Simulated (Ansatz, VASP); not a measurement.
Two plane-wave programs on Al6NiPd5

```
Al Ni Pd
1.0
     4.29731    0.00000    0.00000
     0.00000    4.29731    0.00000
     0.00000    0.00000    9.21502
Al Ni Pd
6 1 5
Cartesian
  0.0000 2.1487 6.0748
  0.0000 2.1487 0.0000
  0.0000 2.1487 3.1402
  2.1487 0.0000 6.0748
  2.1487 0.0000 0.0000
  2.1487 0.0000 3.1402
  0.0000 0.0000 4.6075
  0.0000 0.0000 7.6271
  0.0000 0.0000 1.5880
  2.1487 2.1487 7.6702
  2.1487 2.1487 1.5448
  2.1487 2.1487 4.6075
```

Alike in both runs: task single point; functional LDA; k mesh 10 × 10 × 4; occupations gaussian, width 0.1 eV; no spin polarisation.

|  | VASP | Ansatz |
| --- | --- | --- |
| version | VASP 6.6.1 | Ansatz 0.2.0 |
| potentials or method | VASP PAW LDA potentials, release 64 (Al, Ni, Pd), cutoff 520 eV | scalar-relativistic, plane waves, PAW |
| valence electrons in the cell | 78 | 126 |

```csv
,VASP,Ansatz,Ansatz less VASP
gap on the k mesh at the Fermi level (eV),none,none,-
pressure (GPa),-9.1,-9.5,-0.40
rms of the force components (eV/Å),0.003,0.004,+0.0009
```

LDA's correlation is that of Perdew and Zunger in VASP and of Perdew and Wang (1992) in Ansatz. Atom by atom the forces differ by 0.001 eV/Å (rms over components). A gap of «none» marks a metal or a gap that the smearing closes. VASP's potentials hold 78 valence electrons a cell and Ansatz's 126, so a difference there can come from the potentials and not from the codes.
